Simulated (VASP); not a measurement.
Wanted: the native input for a VASP 6.6.1 run.

```yaml
Task: electric field gradients
Functional: r2SCAN
Potentials_or_basis: VASP PAW PBE potentials, release 64 (Sn_d, S)
Cutoff: 440 eV
k_mesh: 3 × 8 × 7
Occupations: fermi-dirac, width 0.01 eV
Spin: no spin polarisation
Dipole_correction: no
Further_INCAR_settings: ALGO = Normal; EDIFF = 1e-08; NBANDS = 50
```

SnS:

```
CELL_PARAMETERS angstrom
11.39202 0.00000 0.00000
0.00000 3.95686 0.00000
0.00000 0.00000 4.53281
ATOMIC_POSITIONS crystal
Sn 0.62042 0.25000 0.36291
Sn 0.37958 0.75000 0.63709
Sn 0.87958 0.75000 0.86291
Sn 0.12042 0.25000 0.13709
S 0.35027 0.25000 0.02436
S 0.64973 0.75000 0.97564
S 0.14973 0.75000 0.52436
S 0.85027 0.25000 0.47564
```

The input as run:

POSCAR

```
SnS
1.0
   11.3920185100      0.0000000000      0.0000000000
    0.0000000000      3.9568552100      0.0000000000
    0.0000000000      0.0000000000      4.5328106900
Sn S
4 4
Direct
    0.6204228959      0.2500000000      0.3629076421
    0.3795771041      0.7500000000      0.6370923579
    0.8795771041      0.7500000000      0.8629076421
    0.1204228959      0.2500000000      0.1370923579
    0.3502725300      0.2500000000      0.0243631630
    0.6497274700      0.7500000000      0.9756368370
    0.1497274700      0.7500000000      0.5243631630
    0.8502725300      0.2500000000      0.4756368370
```

INCAR.step1

```
PREC = Accurate
ENCUT = 440
ISMEAR = -1
SIGMA = 0.01
LREAL = False
LASPH = True
NELM = 120
NBANDS = 50
GGA = PE
ALGO = Normal
EDIFF = 1E-5
LWAVE = True
LCHARG = False
GGA_COMPAT = False
```

INCAR.step2

```
PREC = Accurate
ENCUT = 440
EDIFF = 1E-8
ISMEAR = -1
SIGMA = 0.01
LREAL = False
LASPH = True
NELM = 120
ALGO = Normal
ISIF = 2
LWAVE = False
LCHARG = False
METAGGA = R2SCAN
LMIXTAU = True
LEFG = True
NBANDS = 50
ISTART = 1
GGA_COMPAT = False
```

KPOINTS

```
regular mesh
0
Gamma
  3 8 7
```

Potentials or basis: VASP PAW PBE potentials, release 64 (Sn_d, S).

The run is started by

```sh
$ cat potpaw_PBE.64/Sn_d/POTCAR potpaw_PBE.64/S/POTCAR > POTCAR
$ cp INCAR.step1 INCAR
$ mpirun -np 1 vasp_std > vasp.out
$ cp INCAR.step2 INCAR
$ mpirun -np 1 vasp_std > vasp.out
```

Results of the run:

```
Pressure                                : -0.9 GPa
Largest force                           : 0.196 eV/Å
Band gap on the k mesh                  : 1.11 eV (least direct gap 1.59 eV)
Largest electric field gradient by atom : Sn -123.1; S -39.0 V/Å²
```

Caveat: without QUAD_EFG the Cq values of the log hold for a quadrupole moment of 1 mb, not for the nuclei; the PAW data sets were made with another functional, which shifts forces and pressure a little; spin-orbit coupling is left out, which moves the levels of the heavy elements.

Wall time 27 min on 1 thread of Oxide Virtual Turin-like Processor (shared host), peak memory 0.39 GiB.
